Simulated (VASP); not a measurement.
# WC (P4/mmm) in VASP: further runs

The runs below take WC through single point, relaxation of cell and atoms, with PBE.

Program: VASP 6.6.1. These are calculated values, not measurements. Logs are shortened: lines on timing, memory, paths and dates and some standing lists are left out, and cuts for length are marked.

### 1 The cell of the first run

The structure is tetragonal, space group P4/mmm (No. 123). Conventional cell: a = 2.940 Å, b = 2.940 Å, c = 3.028 Å, α = 90.00°, β = 90.00°, γ = 90.00°. W (site symmetry 4/mmm) has 4 C at 2.08 Å within 2.8 Å. Within 2.8 Å of C (site symmetry 4/mmm) lie 4 W at 2.08 Å.

The cell was generated, and may not be a known phase.

### 2 Single point, PBE

Input file INCAR:

```
PREC = Accurate ; ENCUT = 520
EDIFF = 1E-6 ; ISMEAR = 0
SIGMA = 0.1 ; LREAL = F
LASPH = T ; NELM = 80
ALGO = Normal ; ISIF = 2
LWAVE = F ; LCHARG = T
GGA = PE ; LELF = T
LVHAR = T ; NBANDS = 16
```

Input file KPOINTS:

```
regular mesh
0
Gamma
  18 18 18
```

Input file POSCAR:

```
WC
1.0
    2.9399280205      0.0000000000      0.0000000000
    0.0000000000      2.9399280205      0.0000000000
    0.0000000000      0.0000000000      3.0276911668
W C
1 1
Direct
    0.5000000000      0.5000000000      0.5000000000
    0.0000000000      0.0000000000      0.5000000000
```

Potentials or basis: VASP PAW PBE potentials, release 64 (W_sv, C).

Started as:

```bash
> cat potpaw_PBE.64/W_sv/POTCAR potpaw_PBE.64/C/POTCAR > POTCAR
> mpirun -np 1 vasp_std > vasp.out
```

OUTCAR:

```text
PREC = Accurate
   ENCUT = 520
   EDIFF = 1E-6
   ISMEAR = 0
   LREAL = F
   LASPH = T
   NELM = 80
   ISIF = 2
   GGA = PE

 ion  position               nearest neighbor table
   1  0.500  0.500  0.500-   2 2.08   2 2.08   2 2.08   2 2.08
   2  0.000  0.000  0.500-   1 2.08   1 2.08   1 2.08   1 2.08

  LATTYP: Found a simple tetragonal cell.
 ALAT       =     2.9399280205
 C/A-ratio  =     1.0298521412

  Lattice vectors:

 A1 = (   2.9399280205,   0.0000000000,   0.0000000000)
 A2 = (   0.0000000000,   2.9399280205,   0.0000000000)
 A3 = (   0.0000000000,   0.0000000000,   3.0276911668)

Analysis of symmetry for initial positions (statically):
=====================================================================
 Subroutine PRICEL returns:
 Original cell was already a primitive cell.

 Routine SETGRP: Setting up the symmetry group for a
 simple tetragonal supercell.

 Subroutine GETGRP returns: Found 16 space group operations
 (whereof 16 operations were pure point group operations)
 out of a pool of 16 trial point group operations.

The static configuration has the point symmetry D_4h.

Analysis of symmetry for dynamics (positions and initial velocities):
=====================================================================
 Subroutine PRICEL returns:
 Original cell was already a primitive cell.

 Routine SETGRP: Setting up the symmetry group for a
 simple tetragonal supercell.

 Subroutine GETGRP returns: Found 16 space group operations
 (whereof 16 operations were pure point group operations)
 out of a pool of 16 trial point group operations.

The dynamic configuration has the point symmetry D_4h.

 Subroutine INISYM returns: Found 16 space group operations
 (whereof 16 operations are pure point group operations),
 and found     1 'primitive' translations

----------------------------------------------------------------------------------------

                                     Primitive cell

  volume of cell :      26.1689

  direct lattice vectors                    reciprocal lattice vectors
     2.939928021  0.000000000  0.000000000     0.340144382  0.000000000  0.000000000
     0.000000000  2.939928021  0.000000000     0.000000000  0.340144382  0.000000000
     0.000000000  0.000000000  3.027691167     0.000000000  0.000000000  0.330284677

  length of vectors
     2.939928021  2.939928021  3.027691167     0.340144382  0.340144382  0.330284677

[... 79 lines left out ...]
   NELM   =     80;   NELMIN=  2; NELMDL= -5     # of ELM steps
   EDIFF  = 0.1E-05   stopping-criterion for ELM
   LREAL  =      F    real-space projection
   EDIFFG = 0.1E-04   stopping-criterion for IOM
   NSW    =      0    number of steps for IOM
   IBRION =     -1    ionic relax: 0-MD 1-quasi-New 2-CG
   NFREE  =      0    steps in history (QN), initial steepest desc. (CG)
   ISIF   =      2    stress and relaxation
   ISYM   =      2    0-nonsym 1-usesym 2-fastsym
   POTIM  = 0.5000    time-step for ionic-motion
   TEBEG  =    0.0;   TEEND  =   0.0 temperature during run
   PSTRESS=    0.0 pullay stress
   NELECT =      18.0000    total number of electrons
   NUPDOWN=      -1.0000    fix difference up-down
   EMIN   =  10.00;   EMAX   =-10.00  energy-range for DOS
   EFERMI =   0.00;   METHOD = LEGACY
   ISMEAR =     0;   SIGMA  =   0.10  broadening in eV -4-tet -1-fermi 0-gaus
   EFERMI_NEDOS =   21; number of points for ismear=-14 and -15
   IALGO  =     38    algorithm
   IMIX   =      4    mixing-type and parameters
     AMIX     =   0.40;   BMIX     =  1.00
     AMIX_MAG =   1.60;   BMIX_MAG =  1.00
  volume/ion in A,a.u.               =      13.08        88.30
  Fermi-wavevector in a.u.,A,eV,Ry     =   1.445120  2.730881 28.414036  2.088373
  Thomas-Fermi vector in A             =   2.563338
   LORBIT       =      0    0 simple, 1 ext, 2 COOP (PROOUT), +10 PAW based schemes
   GGA     = PE    functional components
   LHFCALC =     F    Hartree Fock is set to
   AEXX    =    0.0000 exact exchange contribution
   IVDW    =     0    specifies the selected vdW correction
   LEPSILON=     F    determine dielectric tensor
   LRPA    =     F    only Hartree local field effects (RPA)
 non-spin polarized calculation
 Gauss-broadening in eV      SIGMA  =   0.10
  energy-cutoff  :      520.00
  volume of cell :       26.17
 maximum number of plane-waves:       725
 NGX is ok and might be reduce to    24
   NGX = 11   NGY = 11   NGZ = 11

 number of electron      18.0000002 magnetization

 Free energy of the ion-electron system (eV)
  ---------------------------------------------------
  ext. energy  EPLUGINS =         0.00000000
  ---------------------------------------------------
  free energy    TOTEN  =       -20.70820317 eV

  energy without entropy =      -20.70245134  energy(sigma->0) =      -20.70532726

 E-fermi :   8.3114     XC(G=0): -12.3141

 val. band max:        8.3076628389   @ k =   0.0556   0.0556   0.1667
 cond. band min:       8.3132386091   @ k =   0.1667   0.0556   0.5000
 fundamental gap:      0.0055757702
 Fermi energy:         8.3114182824

 k-point     1 :       0.0000    0.0000    0.0000
  band No.  band energies     occupation
      1     -66.1787      2.00000
      2     -30.2773      2.00000
      3     -30.2773      2.00000
      4     -30.1073      2.00000
      5      -5.4490      2.00000
      6       4.2104      2.00000
[... 433 lines left out ...]
      3     -30.2879      2.00000
      4     -30.0691      2.00000
      5      -3.1910      2.00000
      6       1.7714      2.00000
[... 8 lines left out ...]
     15      21.1362      0.00000
     16      22.4306      0.00000

 [... further k-points ...]

------------------------ aborting loop because EDIFF is reached ----------------------------------------

  FORCE on cell =-STRESS in cart. coord.  units (eV):
  Direction    XX          YY          ZZ          XY          YZ          ZX
  --------------------------------------------------------------------------------------
  -------------------------------------------------------------------------------------
  Total        0.1149528      0.1149528      0.0130983      0.0000000      0.0000000      0.0000000
  in kB        7.0379343      7.0379343      0.8019371      0.0000000      0.0000000      0.0000000
  external PRESSURE =       4.9592686 kB  Pullay stress =       0.0000000 kB

 VOLUME and BASIS-vectors are now :
 -----------------------------------------------------------------------------
  energy-cutoff  :      520.00
  volume of cell :       26.17
      direct lattice vectors                 reciprocal lattice vectors
     2.939928021  0.000000000  0.000000000     0.340144382  0.000000000  0.000000000
     0.000000000  2.939928021  0.000000000     0.000000000  0.340144382  0.000000000
     0.000000000  0.000000000  3.027691167     0.000000000  0.000000000  0.330284677

 POSITION                                       TOTAL-FORCE (eV/Angst)
 -----------------------------------------------------------------------------------
      1.46996      1.46996      1.51385         0.000000      0.000000      0.000000
      0.00000      0.00000      1.51385         0.000000      0.000000      0.000000
 -----------------------------------------------------------------------------------
    total drift:                                0.000000     -0.000000     -0.000000

  FREE ENERGIE OF THE ION-ELECTRON SYSTEM (eV)
  ---------------------------------------------------
  free  energy   TOTEN  =       -20.7082031721 eV

  energy  without entropy=      -20.7024513436  energy(sigma->0) =      -20.70532726
```

OSZICAR:

```text
N       E                     dE             d eps       ncg     rms          rms(c)
DAV:   1     0.136522107751E+03    0.13652E+03   -0.10947E+04 17776   0.122E+03
DAV:   2    -0.202486093377E+02   -0.15677E+03   -0.15137E+03 21320   0.347E+02
DAV:   3    -0.243326051287E+02   -0.40840E+01   -0.40590E+01 20224   0.557E+01
DAV:   4    -0.243633258439E+02   -0.30721E-01   -0.30718E-01 21824   0.542E+00
DAV:   5    -0.243636636569E+02   -0.33781E-03   -0.33781E-03 20392   0.531E-01    0.292E+01
DAV:   6    -0.210774683674E+02    0.32862E+01   -0.95767E+00 21848   0.288E+01    0.677E+00
DAV:   7    -0.207523640244E+02    0.32510E+00   -0.14514E+00 19792   0.857E+00    0.681E+00
DAV:   8    -0.207099991334E+02    0.42365E-01   -0.12254E-01 19216   0.331E+00    0.664E-01
DAV:   9    -0.207082386084E+02    0.17605E-02   -0.60058E-03 20920   0.753E-01    0.157E-01
DAV:  10    -0.207082690637E+02   -0.30455E-04   -0.71160E-04 21712   0.244E-01    0.906E-02
DAV:  11    -0.207082025639E+02    0.66500E-04   -0.10479E-04 20904   0.689E-02    0.208E-02
DAV:  12    -0.207082037687E+02   -0.12047E-05   -0.17896E-05 22504   0.316E-02    0.152E-02
DAV:  13    -0.207082031721E+02    0.59656E-06   -0.69410E-07 11392   0.621E-03
   1 F= -.20708203E+02 E0= -.20705327E+02  d E =-.575183E-02
```

stdout:

```text
POSCAR found type information on POSCAR W C
 POSCAR found :  2 types and       2 ions
 scaLAPACK will be used
 LDA part: xc-table for (Slater+PW92), standard interpolation
 POSCAR, INCAR and KPOINTS ok, starting setup
 FFT: planning ... GRIDC
 FFT: planning ... GRID_SOFT
 FFT: planning ... GRID
 WAVECAR not read
 entering main loop
```

Wall time 3.3 min (1 thread of Intel Xeon 8259CL, shared host); peak memory 0.33 GiB.

Results:

```
Free energy            : -20.7082 eV
Pressure               : 0.5 GPa
Band gap on the k mesh : zero (bands 9 and 10 overlap by 2.94 eV)
```

Caveat: spin-orbit coupling is left out, which moves the levels of the heavy elements.

### 3 Relaxation of cell and atoms, PBE

This run uses another cell than the first one, of 13.05 Å³/atom.

Input file INCAR:

```
PREC = Accurate ; ENCUT = 600
EDIFF = 1E-7 ; ISMEAR = 0
SIGMA = 0.1 ; LREAL = False
LASPH = True ; NELM = 100
ALGO = Normal ; ISIF = 3
LWAVE = False ; LCHARG = False
GGA = PE ; IBRION = 2
NSW = 100 ; EDIFFG = -0.01
```

KPOINTS is that of step 2.

Input file POSCAR:

```
WC
1.0
    2.9425557394      0.0000000000      0.0000000000
    0.0000000000      2.9425557394      0.0000000000
    0.0000000000      0.0000000000      3.0143925166
W C
1 1
Direct
    0.5000000000      0.5000000000      0.5000000000
    0.0000000000      0.0000000000      0.5000000000
```

Potentials or basis: VASP PAW PBE potentials, release 64 (W_sv, C).

Started as:

```bash
> cat potpaw_PBE.64/W_sv/POTCAR potpaw_PBE.64/C/POTCAR > POTCAR
> mpirun -np 1 vasp_std > vasp.out
```

OUTCAR:

```text
PREC = Accurate
   ENCUT = 600
   EDIFF = 1E-7
   ISMEAR = 0
   LREAL = False
   LASPH = True
   NELM = 100
   ISIF = 3
   GGA = PE
   IBRION = 2
   NSW = 100
   EDIFFG = -0.01

 ion  position               nearest neighbor table
   1  0.500  0.500  0.500-   2 2.08   2 2.08   2 2.08   2 2.08
   2  0.000  0.000  0.500-   1 2.08   1 2.08   1 2.08   1 2.08

  LATTYP: Found a simple tetragonal cell.
 ALAT       =     2.9425557394
 C/A-ratio  =     1.0244130557

  Lattice vectors:

 A1 = (   2.9425557394,   0.0000000000,   0.0000000000)
 A2 = (   0.0000000000,   2.9425557394,   0.0000000000)
 A3 = (   0.0000000000,   0.0000000000,   3.0143925166)

Analysis of symmetry for initial positions (statically):
=====================================================================
 Subroutine PRICEL returns:
 Original cell was already a primitive cell.

 Routine SETGRP: Setting up the symmetry group for a
 simple tetragonal supercell.

 Subroutine GETGRP returns: Found 16 space group operations
 (whereof 16 operations were pure point group operations)
 out of a pool of 16 trial point group operations.

The static configuration has the point symmetry D_4h.

Analysis of symmetry for dynamics (positions and initial velocities):
=====================================================================
 Subroutine PRICEL returns:
 Original cell was already a primitive cell.

[... 303 lines left out ...]
 Free energy of the ion-electron system (eV)
  ---------------------------------------------------
  ext. energy  EPLUGINS =         0.00000000
  ---------------------------------------------------
  free energy    TOTEN  =       -20.70896523 eV

  energy without entropy =      -20.70317766  energy(sigma->0) =      -20.70607144

 E-fermi :   8.2985     XC(G=0): -12.3090

 val. band max:        8.2971998867   @ k =   0.1667   0.0556   0.5000
 cond. band min:       8.3052839199   @ k =   0.1111   0.0000   0.5000
 fundamental gap:      0.0080840333
 Fermi energy:         8.2984520842

 k-point     1 :       0.0000    0.0000    0.0000
  band No.  band energies     occupation
      1     -66.1939      2.00000
      2     -30.2923      2.00000
      3     -30.2923      2.00000
      4     -30.1216      2.00000
      5      -5.4523      2.00000
      6       4.2060      2.00000
      7       4.2742      2.00000
      8       8.0050      1.99997
      9       8.0050      1.99997
     10       8.3822      0.23618
     11       9.5578      0.00000
     12      10.5186      0.00000
     13      10.5186      0.00000
[... 354 lines left out ...]
  band No.  band energies     occupation
      1     -66.1717      2.00000
      2     -30.6852      2.00000
      3     -30.3028      2.00000
      4     -30.0838      2.00000
      5      -3.1994      2.00000
      6       1.7656      2.00000
      7       3.7112      2.00000
      8       5.0759      2.00000
      9       6.2166      2.00000
     10      10.1839      0.00000
     11      10.3166      0.00000
     12      13.2983      0.00000
     13      16.2401      0.00000

 [... further k-points ...]

------------------------ aborting loop because EDIFF is reached ----------------------------------------

  FORCE on cell =-STRESS in cart. coord.  units (eV):
  Direction    XX          YY          ZZ          XY          YZ          ZX
  --------------------------------------------------------------------------------------
  -------------------------------------------------------------------------------------
  Total        0.0023249      0.0023249     -0.0008406      0.0000000      0.0000000      0.0000000
  in kB        0.1421890      0.1421890     -0.0514076      0.0000000      0.0000000      0.0000000
  external PRESSURE =       0.0776568 kB  Pullay stress =       0.0000000 kB
[... 17 lines left out ...]
  FREE ENERGIE OF THE ION-ELECTRON SYSTEM (eV)
  ---------------------------------------------------
  free  energy   TOTEN  =       -20.7089652302 eV

  energy  without entropy=      -20.7031776594  energy(sigma->0) =      -20.70607144

 reached required accuracy - stopping structural energy minimisation
```

CONTCAR:

```text
WC
   1.00000000000000
     2.9416234647156987    0.0000000000000000    0.0000000000000000
     0.0000000000000000    2.9416234647156987    0.0000000000000000
    -0.0000000000000000    0.0000000000000000    3.0274743892162261
  W               C
     1     1
Direct
     0.5000000000000000    0.5000000000000000    0.5000000000000000
     0.0000000000000000    0.0000000000000000    0.5000000000000000

  0.00000000E+00  0.00000000E+00  0.00000000E+00
  0.00000000E+00  0.00000000E+00  0.00000000E+00
```

It took 8.8 min on 1 thread of Intel Xeon 8259CL, shared host; peak memory 0.36 GiB.

Results:

```
Free energy                           : -20.7090 eV
Relaxed volume                        : 13.10 Å³/atom
Relaxed cell                          : a = 2.942 Å, b = 2.942 Å, c = 3.027 Å, α = 90.00°, β = 90.00°, γ = 90.00°
Space group after relaxing (to 0.1 Å) : P4/mmm (No. 123)
Energy gained by relaxing             : 0.2 meV/atom
Ionic steps                           : 5
Pressure after relaxing               : 0.0 GPa
Band gap on the k mesh                : zero (bands 9 and 10 overlap by 2.93 eV)
```

Step by step:
```csv
step,energy change (eV),largest force (eV/Å),pressure (GPa),volume (Å³)
1,0.0000,0.0000,0.20,26.10
2,-0.0003,0.0000,0.41,26.16
3,-0.0003,0.0000,0.39,26.16
4,-0.0001,0.0000,-0.96,26.30
5,-0.0004,0.0000,0.01,26.20
```

Final structure:
```
W C
1.0
     2.94162    0.00000    0.00000
     0.00000    2.94162    0.00000
     0.00000    0.00000    3.02747
W C
1 1
Direct
  0.50000 0.50000 0.50000
  0.00000 0.00000 0.50000
```

Caveat: spin-orbit coupling is left out, which moves the levels of the heavy elements.
